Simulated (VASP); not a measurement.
# Ti3Al (Fm-3m) in VASP: settings compared

Ti3Al is run at these levels: r2SCAN+rVV10+U, PBE; tasks: single point.

Program: VASP 6.6.1. These are calculated values, not measurements. Logs are shortened: lines on timing, memory, paths and dates and some standing lists are left out, and cuts for length are marked.

## (1) The cell of the first run

The structure is cubic, space group Fm-3m (No. 225). Conventional cell: a = 6.464 Å, b = 6.464 Å, c = 6.464 Å, α = 90.00°, β = 90.00°, γ = 90.00°. Within 3.7 Å of Ti (site symmetry m-3m) lie 8 Ti at 2.80 Å and 6 Al at 3.23 Å. Within 3.7 Å of Ti (site symmetry -43m) lie 10 Ti at 2.80 to 3.23 Å and 4 Al at 2.80 Å. Al (site symmetry m-3m) has 14 Ti at 2.80 to 3.23 Å within 3.7 Å.

## (2) Single point, r2SCAN+rVV10+U

POSCAR

```
Ti3Al
1.0
    0.0000000000      3.2317810000      3.2317810000
    3.2317810000      0.0000000000      3.2317810000
    3.2317810000      3.2317810000      0.0000000000
Ti Al
3 1
Direct
    0.0000000000      0.0000000000      0.0000000000
    0.2500000000      0.2500000000      0.2500000000
    0.7500000000      0.7500000000      0.7500000000
    0.5000000000      0.5000000000      0.5000000000
```

INCAR.step1

```
SYSTEM = Ti3Al
PREC = Accurate ; ENCUT = 520
ISMEAR = -1 ; SIGMA = 0.15
LREAL = .FALSE. ; LASPH = .TRUE.
NELM = 150 ; LMAXMIX = 4
LDAU = .TRUE. ; LDAUTYPE = 2
LDAUL = 2 -1 ; LDAUU = 5.3 0
LDAUJ = 0 0 ; NBANDS = 28
GGA = PE ; ALGO = Normal
EDIFF = 1E-4 ; LWAVE = .TRUE.
LCHARG = .FALSE.
```

INCAR.step2

```
SYSTEM = Ti3Al
PREC = Accurate ; ENCUT = 520
EDIFF = 1E-6 ; ISMEAR = -1
SIGMA = 0.15 ; LREAL = .FALSE.
LASPH = .TRUE. ; NELM = 150
ALGO = Normal ; ISIF = 2
LWAVE = .FALSE. ; LCHARG = .FALSE.
LMAXMIX = 4 ; LDAU = .TRUE.
LDAUTYPE = 2 ; LDAUL = 2 -1
LDAUU = 5.3 0 ; LDAUJ = 0 0
LDAUPRINT = 1 ; METAGGA = R2SCAN
LMIXTAU = .TRUE. ; LUSE_VDW = .TRUE.
IVDW_NL = 2 ; BPARAM = 11.95
CPARAM = 0.0093 ; NBANDS = 28
ISTART = 1
```

KPOINTS

```
regular mesh
0
G
  7 7 7
  0 0 0
```

Potentials or basis: VASP PAW PBE potentials, release 64 (Ti_sv, Al).

On the command line:

```bash
$ cat potpaw_PBE.64/Ti_sv/POTCAR potpaw_PBE.64/Al/POTCAR > POTCAR
$ cp INCAR.step1 INCAR
$ mpirun -np 1 vasp_std > vasp.out
$ cp INCAR.step2 INCAR
$ mpirun -np 1 vasp_std > vasp.out
```

OUTCAR:

```text
SYSTEM = Ti3Al
   PREC = Accurate
   ENCUT = 520
   EDIFF = 1E-6
   ISMEAR = -1
   LREAL = .FALSE.
   LASPH = .TRUE.
   NELM = 150
   ISIF = 2
   METAGGA = R2SCAN
   IVDW_NL = 2
   BPARAM = 11.95
   ISTART = 1

 ion  position               nearest neighbor table
   1  0.000  0.000  0.000-   3 2.80   3 2.80   3 2.80   2 2.80   3 2.80   2 2.80   2 2.80   2 2.80

   2  0.250  0.250  0.250-   1 2.80   1 2.80   1 2.80   1 2.80   4 2.80   4 2.80   4 2.80   4 2.80

   3  0.750  0.750  0.750-   4 2.80   4 2.80   4 2.80   1 2.80   4 2.80   1 2.80   1 2.80   1 2.80

   4  0.500  0.500  0.500-   2 2.80   2 2.80   2 2.80   2 2.80   3 2.80   3 2.80   3 2.80   3 2.80

  LATTYP: Found a face centered cubic cell.
 ALAT       =     6.4635620000

  Lattice vectors:

 A1 = (   0.0000000000,   3.2317810000,   3.2317810000)
 A2 = (   3.2317810000,   0.0000000000,   3.2317810000)
 A3 = (   3.2317810000,   3.2317810000,   0.0000000000)

Analysis of symmetry for initial positions (statically):
=====================================================================
 Subroutine PRICEL returns:
 Original cell was already a primitive cell.

 Routine SETGRP: Setting up the symmetry group for a
 face centered cubic supercell.

 Subroutine GETGRP returns: Found 48 space group operations
 (whereof 48 operations were pure point group operations)
 out of a pool of 48 trial point group operations.

The static configuration has the point symmetry O_h .

Analysis of symmetry for dynamics (positions and initial velocities):
=====================================================================
 Subroutine PRICEL returns:
 Original cell was already a primitive cell.

 Routine SETGRP: Setting up the symmetry group for a
 face centered cubic supercell.

 Subroutine GETGRP returns: Found 48 space group operations
 (whereof 48 operations were pure point group operations)
 out of a pool of 48 trial point group operations.

The dynamic configuration has the point symmetry O_h .

 Subroutine INISYM returns: Found 48 space group operations
 (whereof 48 operations are pure point group operations),
 and found     1 'primitive' translations

----------------------------------------------------------------------------------------

                                     Primitive cell

  volume of cell :      67.5081

  direct lattice vectors                    reciprocal lattice vectors
     0.000000000  3.231781000  3.231781000    -0.154713454  0.154713454  0.154713454
     3.231781000  0.000000000  3.231781000     0.154713454 -0.154713454  0.154713454
     3.231781000  3.231781000  0.000000000     0.154713454  0.154713454 -0.154713454

  length of vectors
     4.570428521  4.570428521  4.570428521     0.267971562  0.267971562  0.267971562

  position of ions in fractional coordinates (direct lattice)
     0.000000000  0.000000000  0.000000000
     0.250000000  0.250000000  0.250000000
     0.750000000  0.750000000  0.750000000
     0.500000000  0.500000000  0.500000000

  ion indices of the primitive-cell ions
   primitive index   ion index
                 1           1
                 2           2
                 3           3
                 4           4

----------------------------------------------------------------------------------------

 KPOINTS: regular mesh

Automatic generation of k-mesh.
 Grid dimensions read from file:
 generate k-points for:    7    7    7

 Generating k-lattice:

  Cartesian coordinates                     Fractional coordinates (reciprocal lattice)
    -0.022101922  0.022101922  0.022101922     0.142857143  0.000000000  0.000000000
     0.022101922 -0.022101922  0.022101922     0.000000000  0.142857143  0.000000000
     0.022101922  0.022101922 -0.022101922     0.000000000  0.000000000  0.142857143

  Length of vectors
     0.038281652  0.038281652  0.038281652

  Shift w.r.t. Gamma in fractional coordinates (k-lattice)
     0.000000000  0.000000000  0.000000000

 Subroutine IBZKPT returns following result:
 ===========================================

 Found     20 irreducible k-points:

 Following reciprocal coordinates:
            Coordinates               Weight
  0.000000  0.000000  0.000000      1.000000
  0.142857  0.000000  0.000000      8.000000
  0.285714  0.000000  0.000000      8.000000
  0.428571  0.000000  0.000000      8.000000
  0.142857  0.142857  0.000000      6.000000
  0.285714  0.142857  0.000000     24.000000
[... 12 lines left out ...]
 -0.428571  0.428571  0.142857     24.000000
 -0.285714  0.428571  0.142857     24.000000
   k-points           NKPTS =     20   k-points in BZ     NKDIM =     20   number of bands    NBANDS=     28
   number of dos      NEDOS =    301   number of ions     NIONS =      4
   total plane-waves  NPLWV =  46656
   dimension x,y,z NGX =    36 NGY =   36 NGZ =   36
   dimension x,y,z NGXF=    72 NGYF=   72 NGZF=   72
   ions per type =               3   1
   NGX,Y,Z   is equivalent  to a cutoff of  13.09, 13.09, 13.09 a.u.
   NGXF,Y,Z  is equivalent  to a cutoff of  26.19, 26.19, 26.19 a.u.
 SYSTEM =  Ti3Al
   PREC   = accura    normal or accurate (medium, high low for compatibility)
   ISTART =      1    job   : 0-new  1-cont  2-samecut
   ICHARG =      0    charge: 1-file 2-atom 10-const
   ISPIN  =      1    spin polarized calculation?
   LNONCOLLINEAR =      F non collinear calculations
   LSORBIT =      F    spin-orbit coupling
   LASPH  =      T    aspherical Exc in radial PAW
   ENCUT  =  520.0 eV  38.22 Ry    6.18 a.u.   8.50  8.50  8.50*2*pi/ulx,y,z
   NELM   =    150;   NELMIN=  2; NELMDL=  0     # of ELM steps
   EDIFF  = 0.1E-05   stopping-criterion for ELM
   LREAL  =      F    real-space projection
   EDIFFG = 0.1E-04   stopping-criterion for IOM
   NSW    =      0    number of steps for IOM
   IBRION =     -1    ionic relax: 0-MD 1-quasi-New 2-CG
   NFREE  =      0    steps in history (QN), initial steepest desc. (CG)
   ISIF   =      2    stress and relaxation
   ISYM   =      2    0-nonsym 1-usesym 2-fastsym
   POTIM  = 0.5000    time-step for ionic-motion
   TEBEG  =    0.0;   TEEND  =   0.0 temperature during run
   PSTRESS=    0.0 pullay stress
   NELECT =      39.0000    total number of electrons
   NUPDOWN=      -1.0000    fix difference up-down
   EMIN   =  10.00;   EMAX   =-10.00  energy-range for DOS
   EFERMI =   0.00;   METHOD = LEGACY
   ISMEAR =    -1;   SIGMA  =   0.15  broadening in eV -4-tet -1-fermi 0-gaus
   EFERMI_NEDOS =   21; number of points for ismear=-14 and -15
   IALGO  =     38    algorithm
   IMIX   =      4    mixing-type and parameters
     AMIX     =   0.40;   BMIX     =  1.00
     AMIX_MAG =   1.60;   BMIX_MAG =  1.00
  volume/ion in A,a.u.               =      16.88       113.89
  Fermi-wavevector in a.u.,A,eV,Ry     =   1.363466  2.576578 25.293784  1.859041
  Thomas-Fermi vector in A             =   2.489867
   LORBIT       =      0    0 simple, 1 ext, 2 COOP (PROOUT), +10 PAW based schemes
 LDA+U is selected, type is set to LDAUTYPE =  2
   angular momentum for each species LDAUL =     2   -1
   U (eV)           for each species LDAUU =   5.3  0.0
   J (eV)           for each species LDAUJ =   0.0  0.0
   METAGGA = R2SCAN    functional components
   LHFCALC =     F    Hartree Fock is set to
   AEXX    =    0.0000 exact exchange contribution
   IVDW_NL    =     2    kernel type
   BPARAM     =11.9500
   IVDW    =     0    specifies the selected vdW correction
   LEPSILON=     F    determine dielectric tensor
   LRPA    =     F    only Hartree local field effects (RPA)
 non-spin polarized calculation
  energy-cutoff  :      520.00
  volume of cell :       67.51
 maximum number of plane-waves:      1841
 NGX is ok and might be reduce to    36
   NGX = 17   NGY = 17   NGZ = 17

atom =   1  type =  1  l = 2

 onsite density matrix

spin component  1
[... 83 lines left out ...]
  o =  0.1263  v =  1.0000  0.0000  0.0000  0.0000  0.0000  0.0000  0.0000  0.0000  0.0000  0.0000      0.0000  0.0000  0.0000  0.0000  0.0000  0.0000  0.0000  0.0000  0.0000  0.0000
  o =  0.1263  v =  0.0000  0.0000  0.0000  0.0000  0.0000  1.0000  0.0000  0.0000  0.0000  0.0000      0.0000  0.0000  0.0000  0.0000  0.0000  0.0000  0.0000  0.0000  0.0000  0.0000
  o =  0.1263  v =  0.0000  0.1599  0.0000 -0.9871  0.0000  0.0000  0.0000  0.0000  0.0000  0.0000      0.0000  0.0000  0.0000  0.0000  0.0000  0.0000  0.0000  0.0000  0.0000  0.0000
  o =  0.1263  v =  0.0000  0.0000  0.0000  0.0000  0.0000  0.0000  0.1599  0.0000 -0.9871  0.0000      0.0000  0.0000  0.0000  0.0000  0.0000  0.0000  0.0000  0.0000  0.0000  0.0000
  o =  0.1263  v =  0.0000  0.9871  0.0000  0.1599  0.0000  0.0000  0.0000  0.0000  0.0000  0.0000      0.0000  0.0000  0.0000  0.0000  0.0000  0.0000  0.0000  0.0000  0.0000  0.0000
  o =  0.1263  v =  0.0000  0.0000  0.0000  0.0000  0.0000  0.0000  0.9871  0.0000  0.1599  0.0000      0.0000  0.0000  0.0000  0.0000  0.0000  0.0000  0.0000  0.0000  0.0000  0.0000
  o =  0.2252  v =  0.0000 -0.0000  0.4893  0.0000  0.8721  0.0000  0.0000  0.0000  0.0000  0.0000      0.0000  0.0000  0.0000  0.0000  0.0000  0.0000  0.0000  0.0000  0.0000  0.0000
  o =  0.2252  v =  0.0000  0.0000  0.0000  0.0000  0.0000  0.0000 -0.0000  0.4893  0.0000  0.8721      0.0000  0.0000  0.0000  0.0000  0.0000  0.0000  0.0000  0.0000  0.0000  0.0000
  o =  0.2252  v =  0.0000  0.0000  0.0000  0.0000  0.0000  0.0000  0.0000 -0.8721  0.0000  0.4893      0.0000  0.0000  0.0000  0.0000  0.0000  0.0000  0.0000  0.0000  0.0000  0.0000
  o =  0.2252  v =  0.0000  0.0000 -0.8721  0.0000  0.4893  0.0000  0.0000  0.0000  0.0000  0.0000      0.0000  0.0000  0.0000  0.0000  0.0000  0.0000  0.0000  0.0000  0.0000  0.0000

 number of electron      39.0000007 magnetization

 Free energy of the ion-electron system (eV)
  ---------------------------------------------------
  ext. energy  EPLUGINS =         0.00000000
  ---------------------------------------------------
  free energy    TOTEN  =       -34.01822739 eV

  energy without entropy =      -33.62290315  energy(sigma->0) =      -33.82056527

 E-fermi :   8.7023     XC(G=0): -12.1941

 val. band max:        8.6502074019   @ k =  -0.1429   0.1429   0.0000
 cond. band min:       8.7206408324   @ k =   0.2857   0.2857   0.0000
 fundamental gap:      0.0704334305
 Fermi energy:         8.7023025384

 k-point     1 :       0.0000    0.0000    0.0000
  band No.  band energies     occupation
      1     -51.7966      2.00000
      2     -51.7377      2.00000
      3     -51.4491      2.00000
      4     -26.9665      2.00000
      5     -26.9664      2.00000
      6     -26.9664      2.00000
[... 609 lines left out ...]
     27      11.8381      0.00000
     28      11.9860      0.00000

------------------------ aborting loop because EDIFF is reached ----------------------------------------

  FORCE on cell =-STRESS in cart. coord.  units (eV):
  Direction    XX          YY          ZZ          XY          YZ          ZX
  --------------------------------------------------------------------------------------
  -------------------------------------------------------------------------------------
  Total        3.0015801      3.0015801      3.0015801      0.0000000      0.0000000      0.0000000
  in kB       71.2368584     71.2368584     71.2368584      0.0000000      0.0000000      0.0000000
  external PRESSURE =      71.2368584 kB  Pullay stress =       0.0000000 kB

 VOLUME and BASIS-vectors are now :
 -----------------------------------------------------------------------------
  energy-cutoff  :      520.00
  volume of cell :       67.51
      direct lattice vectors                 reciprocal lattice vectors
     0.000000000  3.231781000  3.231781000    -0.154713454  0.154713454  0.154713454
     3.231781000  0.000000000  3.231781000     0.154713454 -0.154713454  0.154713454
     3.231781000  3.231781000  0.000000000     0.154713454  0.154713454 -0.154713454

 POSITION                                       TOTAL-FORCE (eV/Angst)
 -----------------------------------------------------------------------------------
      0.00000      0.00000      0.00000         0.000000     -0.000000     -0.000000
      1.61589      1.61589      1.61589        -0.000000     -0.000000     -0.000000
      4.84767      4.84767      4.84767         0.000000      0.000000      0.000000
      3.23178      3.23178      3.23178         0.000000     -0.000000     -0.000000
 -----------------------------------------------------------------------------------
    total drift:                                0.000000      0.000000      0.000000

  FREE ENERGIE OF THE ION-ELECTRON SYSTEM (eV)
  ---------------------------------------------------
  free  energy   TOTEN  =       -34.0182273916 eV

  energy  without entropy=      -33.6229031507  energy(sigma->0) =      -33.82056527
```

Run time: 3.5 min. Hardware: 1 thread of AMD EPYC 9R45 (Zen 5), shared host; peak memory 0.37 GiB.

What came out:

```
Free energy            : -34.0182 eV
Pressure               : 7.1 GPa
Band gap on the k mesh : zero (an odd number of electrons rules out a gap without spin polarisation)
```

Eigenvalues of the final occupation matrices:
```
    site  spin  trace               eigenvalues
site 1 d     1   0.87  0.10 0.10 0.22 0.22 0.22
site 1 d     2   0.87  0.10 0.10 0.22 0.22 0.22
site 2 d     1   0.83  0.13 0.13 0.13 0.23 0.23
site 2 d     2   0.83  0.13 0.13 0.13 0.23 0.23
site 3 d     1   0.83  0.13 0.13 0.13 0.23 0.23
site 3 d     2   0.83  0.13 0.13 0.13 0.23 0.23
```

Caveat: the cell stands under pressure; the PAW data sets were made with another functional, which shifts forces and pressure a little; U without spin polarisation on a metal has little footing; the U is typed as a test and isn't derived for this compound.

## (3) Single point, PBE

INCAR

```
ALGO = Normal
EDIFF = 1E-6
ENCUT = 400
GGA = PE
GGA_COMPAT = F
ISIF = 2
ISMEAR = 1
LASPH = T
LCHARG = F
LREAL = F
LWAVE = F
NELM = 120
PREC = Accurate
SIGMA = 0.1
```

KPOINTS

```
k-points
0
Gamma
  9 9 9
```

POSCAR is that of step 2.

Potentials or basis: VASP PAW PBE potentials, release 64 (Ti_sv, Al).

On the command line:

```bash
$ cat potpaw_PBE.64/Ti_sv/POTCAR potpaw_PBE.64/Al/POTCAR > POTCAR
$ mpirun -np 1 vasp_std > vasp.out
```

It took 22 s on 1 thread of Intel Xeon 6975P-C (Granite Rapids), shared host; peak memory 0.18 GiB.

The run converged. Its results:

- Free energy: -27.7784 eV
- Pressure: -1.7 GPa
- Band gap on the k mesh: zero (an odd number of electrons rules out a gap without spin polarisation)

Levels at points of the mesh, in eV from the Fermi level:
```
           k point  band 15  band 16  band 17  band 18  band 19  band 20  band 21  band 22  band 23
(0.00, 0.00, 0.00)    -1.69    -1.69    -1.62    -1.62     0.01     0.01     0.01     2.25     2.25
```
